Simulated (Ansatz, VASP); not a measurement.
# Eu in VASP and in Ansatz

POSCAR

```
Eu
1.0
    0.0000000000      2.6729440592      2.6729440592
    2.6729440592      0.0000000000      2.6729440592
    2.6729440592      2.6729440592      0.0000000000
Eu
1
Direct
    0.0000000000      0.0000000000      0.0000000000
```

Contents of INCAR.step1:

```
SYSTEM = Eu
PREC     = Accurate       ! precision mode
ENCUT    = 520            ! plane-wave cutoff, eV
ISMEAR   = -1             ! smearing method
SIGMA    = 0.1            ! smearing width, eV
LREAL    = .FALSE.        ! projectors in reciprocal space
LASPH    = .TRUE.         ! aspherical terms in the spheres
NELM     = 150            ! most SCF steps
ISPIN    = 2              ! spin polarisation
MAGMOM   = 4.9            ! initial moments
LMAXMIX  = 6              ! l up to which the mixer works
NBANDS   = 18             ! bands
GGA      = PE             ! functional
ALGO     = Normal         ! electronic algorithm
EDIFF    = 1E-4           ! SCF threshold, eV
LWAVE    = .TRUE.         ! write WAVECAR
LCHARG   = .FALSE.        ! write CHGCAR
```

Contents of INCAR.step2:

```
SYSTEM = Eu
PREC     = Accurate       ! precision mode
ENCUT    = 520            ! plane-wave cutoff, eV
EDIFF    = 1E-6           ! SCF threshold, eV
ISMEAR   = -1             ! smearing method
SIGMA    = 0.1            ! smearing width, eV
LREAL    = .FALSE.        ! projectors in reciprocal space
LASPH    = .TRUE.         ! aspherical terms in the spheres
NELM     = 150            ! most SCF steps
ALGO     = Normal         ! electronic algorithm
ISIF     = 2              ! what is computed and relaxed
LWAVE    = .FALSE.        ! write WAVECAR
LCHARG   = .FALSE.        ! write CHGCAR
ISPIN    = 2              ! spin polarisation
MAGMOM   = 4.9            ! initial moments
LORBIT   = 11             ! projections on sites
LMAXMIX  = 6              ! l up to which the mixer works
METAGGA  = R2SCAN         ! meta-GGA
LMIXTAU  = .TRUE.       
NBANDS   = 18             ! bands
ISTART   = 1
```

The input KPOINTS:

```
Automatic mesh
0
G
  7 7 7
  0 0 0
```

Input for Ansatz:

```yaml
crystal:
  lattice:
    - [0.0, 2.672944059244928, 2.672944059244928]
    - [2.672944059244928, 0.0, 2.672944059244928]
    - [2.672944059244928, 2.672944059244928, 0.0]
  atoms:
    - { symbol: Eu, position: [0.0, 0.0, 0.0], spin: 4.9 }
basis:
  ecutwfc: 600.0
kpoints:
  mp_grid:
    grid: [7, 7, 7]
hamiltonian:
  xc: r2scan
magnetization:
  spin_polarized: true
scf:
  occupations:
    method: fermi_dirac
    width: 0.1
output:
  stress: true
```

Alike in both runs: task single point; functional r2SCAN; k mesh 7 × 7 × 7; occupations fermi-dirac, width 0.1 eV; collinear spin.

```csv
,VASP,Ansatz
version,VASP 6.6.1,Ansatz 0.2.0
potentials or method,"VASP PAW PBE potentials, release 64 (Eu), cutoff 520 eV","plane waves, PAW"
valence electrons in the cell,17,17
```

|  | VASP | Ansatz | Ansatz less VASP |
| --- | --- | --- | --- |
| pressure (GPa) | 1.3 | 1.7 | +0.35 |
| net moment per atom (μB) | 7.77 | 7.78 | +0.011 |
| size of the moment on the site where the two differ most (μB) | 6.72 | 7.32 | +0.598 |

VASP's potentials were made for PBE, not for r2SCAN. Site moments also hang on the region over which each program counts them. Ansatz's warnings: given moment on shells, stability check not made.

Neither program's run includes spin-orbit coupling.
